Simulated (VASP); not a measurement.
# O (Cc) in VASP: single point with PBEsol

Aim: the single point of O with PBEsol.

All numbers are computed with VASP 6.6.1; they aren't measurements. Logs are shortened: lines on timing, memory, paths and dates and some standing lists are left out, and cuts for length are marked.

### Step 1. The cell of the first run

The structure is monoclinic, space group Cc (No. 9). Conventional cell: a = 2.744 Å, b = 4.157 Å, c = 7.797 Å, α = 90.00°, β = 96.40°, γ = 90.00°. Within 1.6 Å of O (site symmetry 1) lie 1 O at 1.17 Å. Within 1.6 Å of O (site symmetry 1) lie 1 O at 1.17 Å.

### Step 2. Single point, PBEsol (strained and its atoms moved)

The input, INCAR:

```
SYSTEM = O
PREC = Accurate ; ENCUT = 520
EDIFF = 1E-6 ; ISMEAR = 0
SIGMA = 0.1 ; LREAL = .False.
LASPH = .True. ; NELM = 80
ALGO = Normal ; ISIF = 2
LWAVE = .False. ; LCHARG = .True.
GGA = PS ; LELF = .True.
LVHAR = .True. ; NBANDS = 20
```

The input, KPOINTS:

```
regular mesh
0
Gamma
  16 16 6
  0 0 0
```

The input, POSCAR:

```
O
1.0
    2.4851855698      0.1474916756      0.0723692488
   -1.1148612470      2.2259753478      0.0723658942
    0.2298476845      0.3980955650      7.7835919682
O
4
Direct
    0.3110597244      0.6712123389      0.3255424295
    0.6865248022      0.3312031345      0.6744575705
    0.6712123389      0.3110597244      0.8255424295
    0.3312031345      0.6865248022      0.1744575705
```

Potentials or basis: VASP PAW PBE potentials, release 64 (O).

Launch:

```bash
$ cat potpaw_PBE.64/O/POTCAR > POTCAR
$ mpirun -np 1 vasp_std > vasp.out
```

OUTCAR:

```text
SYSTEM = O
   PREC = Accurate
   ENCUT = 520
   EDIFF = 1E-6
   ISMEAR = 0
   LREAL = .False.
   LASPH = .True.
   NELM = 80
   ISIF = 2
   GGA = PS

 ion  position               nearest neighbor table
   1  0.311  0.671  0.326-   4 1.17
   2  0.687  0.331  0.674-   3 1.17
   3  0.671  0.311  0.826-   2 1.17
   4  0.331  0.687  0.174-   1 1.17

  LATTYP: Found a base centered monoclinic cell.
 ALAT       =     2.7444640137
 B/A-ratio  =     1.5146760218
 C/A-ratio  =     2.8410480820
 COS(beta)  =    -0.1115188019

  Lattice vectors:

 A1 = (  -2.4851855698,  -0.1474916756,  -0.0723692488)
 A2 = (   1.1148612470,  -2.2259753478,  -0.0723658942)
 A3 = (   0.2298476845,   0.3980955650,   7.7835919682)

Analysis of symmetry for initial positions (statically):
=====================================================================
 Subroutine PRICEL returns:
 Original cell was already a primitive cell.

 Routine SETGRP: Setting up the symmetry group for a
 base centered monoclinic supercell.

 Subroutine GETGRP returns: Found  2 space group operations
 (whereof  1 operations were pure point group operations)
 out of a pool of  4 trial point group operations.

The static configuration has the point symmetry C_1 .
 The point group associated with its full space group is C_1h.

Analysis of symmetry for dynamics (positions and initial velocities):
=====================================================================
 Subroutine PRICEL returns:
 Original cell was already a primitive cell.

 Routine SETGRP: Setting up the symmetry group for a
 base centered monoclinic supercell.

 Subroutine GETGRP returns: Found  2 space group operations
 (whereof  1 operations were pure point group operations)
 out of a pool of  4 trial point group operations.

The dynamic configuration has the point symmetry C_1 .
 The point group associated with its full space group is C_1h.

 Subroutine INISYM returns: Found  2 space group operations
 (whereof  1 operations are pure point group operations),
 and found     1 'primitive' translations

----------------------------------------------------------------------------------------

                                     Primitive cell

  volume of cell :      44.2001

  direct lattice vectors                    reciprocal lattice vectors
     2.485185570  0.147491676  0.072369249     0.391339972  0.196702122 -0.021616604
    -1.114861247  2.225975348  0.072365894    -0.025321312  0.437262043 -0.021616246
     0.229847685  0.398095565  7.783591968    -0.003403131 -0.005894199  0.128877344

  length of vectors
     2.490610050  2.490606085  7.797154222     0.438527053  0.438527679  0.129056935

  position of ions in fractional coordinates (direct lattice)
     0.311059724  0.671212339  0.325542429
     0.686524802  0.331203135  0.674457571
     0.671212339  0.311059724  0.825542429
     0.331203135  0.686524802  0.174457571

  ion indices of the primitive-cell ions
   primitive index   ion index
                 1           1
                 2           2
                 3           3
                 4           4

----------------------------------------------------------------------------------------

 KPOINTS: regular mesh

Automatic generation of k-mesh.
 Grid dimensions read from file:
 generate k-points for:   16   16    6

 Generating k-lattice:

  Cartesian coordinates                     Fractional coordinates (reciprocal lattice)
     0.024458748  0.012293883 -0.001351038     0.062500000  0.000000000  0.000000000
    -0.001582582  0.027328878 -0.001351015     0.000000000  0.062500000  0.000000000
    -0.000567188 -0.000982367  0.021479557     0.000000000  0.000000000  0.166666667

  Length of vectors
     0.027407941  0.027407980  0.021509489

  Shift w.r.t. Gamma in fractional coordinates (k-lattice)
     0.000000000  0.000000000  0.000000000

 Subroutine IBZKPT returns following result:
 ===========================================

 Found    418 irreducible k-points:

 Following reciprocal coordinates:
            Coordinates               Weight
  0.000000  0.000000  0.000000      1.000000
  0.062500 -0.000000  0.000000      4.000000
  0.125000 -0.000000  0.000000      4.000000
  0.187500 -0.000000  0.000000      4.000000
  0.250000 -0.000000  0.000000      4.000000
  0.312500 -0.000000  0.000000      4.000000
[... 16 lines left out ...]
 -0.125000  0.062500 -0.000000      4.000000
 -0.062500  0.062500  0.000000      2.000000
 [... further k-points ...]
   k-points           NKPTS =    418   k-points in BZ     NKDIM =    418   number of bands    NBANDS=     20
   number of dos      NEDOS =    301   number of ions     NIONS =      4
   total plane-waves  NPLWV =  24000
   dimension x,y,z NGX =    20 NGY =   20 NGZ =   60
   dimension x,y,z NGXF=    40 NGYF=   40 NGZF=  120
   ions per type =               4
   NGX,Y,Z   is equivalent  to a cutoff of  13.35, 13.35, 12.79 a.u.
   NGXF,Y,Z  is equivalent  to a cutoff of  26.70, 26.70, 25.59 a.u.
 SYSTEM =  O
   PREC   = accura    normal or accurate (medium, high low for compatibility)
   ISTART =      0    job   : 0-new  1-cont  2-samecut
   ICHARG =      2    charge: 1-file 2-atom 10-const
   ISPIN  =      1    spin polarized calculation?
   LNONCOLLINEAR =      F non collinear calculations
   LSORBIT =      F    spin-orbit coupling
   LASPH  =      T    aspherical Exc in radial PAW
   ENCUT  =  520.0 eV  38.22 Ry    6.18 a.u.   4.63  4.63 14.50*2*pi/ulx,y,z
   NELM   =     80;   NELMIN=  2; NELMDL= -5     # of ELM steps
   EDIFF  = 0.1E-05   stopping-criterion for ELM
   LREAL  =      F    real-space projection
   EDIFFG = 0.1E-04   stopping-criterion for IOM
   NSW    =      0    number of steps for IOM
   IBRION =     -1    ionic relax: 0-MD 1-quasi-New 2-CG
   NFREE  =      0    steps in history (QN), initial steepest desc. (CG)
   ISIF   =      2    stress and relaxation
   ISYM   =      2    0-nonsym 1-usesym 2-fastsym
   POTIM  = 0.5000    time-step for ionic-motion
   TEBEG  =    0.0;   TEEND  =   0.0 temperature during run
   PSTRESS=    0.0 pullay stress
   NELECT =      24.0000    total number of electrons
   NUPDOWN=      -1.0000    fix difference up-down
   EMIN   =  10.00;   EMAX   =-10.00  energy-range for DOS
   EFERMI =   0.00;   METHOD = LEGACY
   ISMEAR =     0;   SIGMA  =   0.10  broadening in eV -4-tet -1-fermi 0-gaus
   EFERMI_NEDOS =   21; number of points for ismear=-14 and -15
   IALGO  =     38    algorithm
   IMIX   =      4    mixing-type and parameters
     AMIX     =   0.40;   BMIX     =  1.00
     AMIX_MAG =   1.60;   BMIX_MAG =  1.00
  volume/ion in A,a.u.               =      11.05        74.57
  Fermi-wavevector in a.u.,A,eV,Ry     =   1.335583  2.523885 24.269812  1.783781
  Thomas-Fermi vector in A             =   2.464276
   LORBIT       =      0    0 simple, 1 ext, 2 COOP (PROOUT), +10 PAW based schemes
   GGA     = PS    functional components
   LHFCALC =     F    Hartree Fock is set to
   AEXX    =    0.0000 exact exchange contribution
   IVDW    =     0    specifies the selected vdW correction
   LEPSILON=     F    determine dielectric tensor
   LRPA    =     F    only Hartree local field effects (RPA)
 non-spin polarized calculation
 Gauss-broadening in eV      SIGMA  =   0.10
  energy-cutoff  :      520.00
  volume of cell :       44.20
 maximum number of plane-waves:      1207
   NGX =  9   NGY =  9   NGZ = 29

 number of electron      24.0000011 magnetization

 Free energy of the ion-electron system (eV)
  ---------------------------------------------------
  ext. energy  EPLUGINS =         0.00000000
  ---------------------------------------------------
  free energy    TOTEN  =       -20.17975678 eV

  energy without entropy =      -20.16704244  energy(sigma->0) =      -20.17339961

 E-fermi :   0.9289     XC(G=0):  -9.7393

 val. band max:        0.9253278761   @ k =  -0.2500   0.1875   0.5000
 cond. band min:       0.9307488886   @ k =  -0.2500   0.1875   0.1667
 fundamental gap:      0.0054210125
 Fermi energy:         0.9289104045

 k-point     1 :       0.0000    0.0000    0.0000
  band No.  band energies     occupation
      1     -27.8848      2.00000
      2     -27.8574      2.00000
      3     -14.3138      2.00000
      4     -13.7263      2.00000
      5      -8.3305      2.00000
      6      -7.1408      2.00000
[... 12 lines left out ...]
     19      12.6881      0.00000
     20      14.8642      0.00000

 k-point     2 :       0.0625   -0.0000    0.0000
  band No.  band energies     occupation
      1     -27.8594      2.00000
      2     -27.8326      2.00000
      3     -14.2711      2.00000
      4     -13.6924      2.00000
      5      -8.3166      2.00000
      6      -7.1543      2.00000
[... 12 lines left out ...]
     19      12.7069      0.00000
     20      14.9119      0.00000

 k-point     3 :       0.1250   -0.0000    0.0000
  band No.  band energies     occupation
      1     -27.7867      2.00000
      2     -27.7614      2.00000
      3     -14.1466      2.00000
      4     -13.5944      2.00000
      5      -8.2839      2.00000
      6      -7.2121      2.00000
[... 12 lines left out ...]
     19      13.0802      0.00000
     20      15.0426      0.00000

 k-point     4 :       0.1875   -0.0000    0.0000
  band No.  band energies     occupation
      1     -27.6757      2.00000
      2     -27.6529      2.00000
      3     -13.9521      2.00000
      4     -13.4442      2.00000
      5      -8.2647      2.00000
      6      -7.3722      2.00000
[... 429 lines left out ...]
 k-point    23 :      -0.1250    0.0625   -0.0000
  band No.  band energies     occupation
      1     -27.7929      2.00000
      2     -27.7672      2.00000
      3     -14.1631      2.00000
      4     -13.6016      2.00000
      5      -8.2863      2.00000
      6      -7.1898      2.00000
[... 12 lines left out ...]
     19      13.0073      0.00000
     20      15.0143      0.00000

 k-point    24 :      -0.0625    0.0625    0.0000
  band No.  band energies     occupation
      1     -27.8505      2.00000
      2     -27.8238      2.00000
      3     -14.2587      2.00000
      4     -13.6797      2.00000
      5      -8.3124      2.00000
      6      -7.1530      2.00000
[... 12 lines left out ...]
     19      12.7121      0.00000
     20      14.9193      0.00000

 [... further k-points ...]

------------------------ aborting loop because EDIFF is reached ----------------------------------------

  FORCE on cell =-STRESS in cart. coord.  units (eV):
  Direction    XX          YY          ZZ          XY          YZ          ZX
  --------------------------------------------------------------------------------------
  -------------------------------------------------------------------------------------
  Total       -1.5267331     -1.4035222     10.9726042      0.1066974     -0.8473562     -0.4892143
  in kB      -55.3414083    -50.8752308    397.7377454      3.8675935    -30.7151834    -17.7331634
  external PRESSURE =      97.1737021 kB  Pullay stress =       0.0000000 kB

 VOLUME and BASIS-vectors are now :
 -----------------------------------------------------------------------------
  energy-cutoff  :      520.00
  volume of cell :       44.20
      direct lattice vectors                 reciprocal lattice vectors
     2.485185570  0.147491676  0.072369249     0.391339972  0.196702122 -0.021616604
    -1.114861247  2.225975348  0.072365894    -0.025321312  0.437262043 -0.021616246
     0.229847685  0.398095565  7.783591968    -0.003403131 -0.005894199  0.128877344

 POSITION                                       TOTAL-FORCE (eV/Angst)
 -----------------------------------------------------------------------------------
      0.09956      1.66958      2.60497        -0.148689     -0.325967      4.593168
      1.49192      1.10701      5.32335         0.206117      0.292811     -4.593168
      1.51105      1.12005      6.49677        -0.207946     -0.291755      4.593168
      0.09782      1.64649      1.43156         0.150518      0.324911     -4.593168
 -----------------------------------------------------------------------------------
    total drift:                                0.000140      0.000242     -0.000021

  FREE ENERGIE OF THE ION-ELECTRON SYSTEM (eV)
  ---------------------------------------------------
  free  energy   TOTEN  =       -20.1797567811 eV

  energy  without entropy=      -20.1670424425  energy(sigma->0) =      -20.17339961
```

It took 5.1 min on 1 thread of Oxide Virtual Turin-like, shared host; peak memory 0.31 GiB.

What came out:

* Free energy: -20.1798 eV
* Pressure: 9.7 GPa
* Largest force: 4.607 eV/Å
* Band gap on the k mesh: zero (bands 12 and 13 overlap by 1.90 eV)

Forces on the atoms (eV/Å):
```
O   -0.149 -0.326  4.593
O    0.206  0.293 -4.593
O   -0.208 -0.292  4.593
O    0.151  0.325 -4.593
```

Caveat: the cell differs from its parent crystal (strained and its atoms moved); the standard files for N, O and F lose accuracy on very short bonds; spin is off for a triplet molecule; the stress differs along the axes, from -6 to 40 GPa; this functional lacks dispersion, which holds the molecules together, so the pressure and a relaxed volume are unreliable; the PAW data sets were made with another functional, which shifts forces and pressure a little.
